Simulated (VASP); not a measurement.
The system is Ir.

```xyz
1
Lattice="0.0000 1.9156 1.9156 1.9156 0.0000 1.9156 1.9156 1.9156 0.0000" Properties=species:S:1:pos:R:3 pbc="T T T"
Ir    0.0000    0.0000    0.0000
```

| Quantity | Value |
| --- | --- |
| Program | VASP 6.6.1 |
| Task | relaxation of cell and atoms |
| Functional | BLYP |
| Dispersion | D4 |
| Potentials or basis | VASP PAW PBE potentials, release 64 (Ir) |
| Cutoff | 600 eV |
| k mesh | 12 × 12 × 12 |
| Occupations | fermi-dirac, width 0.05 eV |
| Spin | no spin polarisation |

At the start: pressure 12.1 GPa; volume 14.06 Å³/atom.

**Question.** Where does the relaxation end?

**Answer.** Over 4 steps the energy falls by 16.6 meV/atom and the volume is 14.52 Å³/atom (+3.2 %); space group Fm-3m (No. 225, to 0.05 Å).

The path:
| step | energy change (eV) | largest force (eV/Å) | pressure (GPa) | volume (Å³) |
| --- | --- | --- | --- | --- |
| 1 | 0.0000 | 0.0000 | 12.13 | 14.06 |
| 2 | 0.1802 | 0.0000 | -30.51 | 16.34 |
| 3 | -0.0166 | 0.0000 | -0.59 | 14.54 |
| 4 | -0.0166 | 0.0000 | -0.07 | 14.52 |

Final structure:
```xyz
1
Lattice="0.0000 1.9361 1.9361 1.9361 0.0000 1.9361 1.9361 1.9361 0.0000" Properties=species:S:1:pos:R:3 pbc="T T T"
Ir    0.0000    0.0000    0.0000
```

Caveat: the PAW data sets were made with another functional, which shifts forces and pressure a little; pairwise dispersion overbinds metals, which lowers pressure and volume.
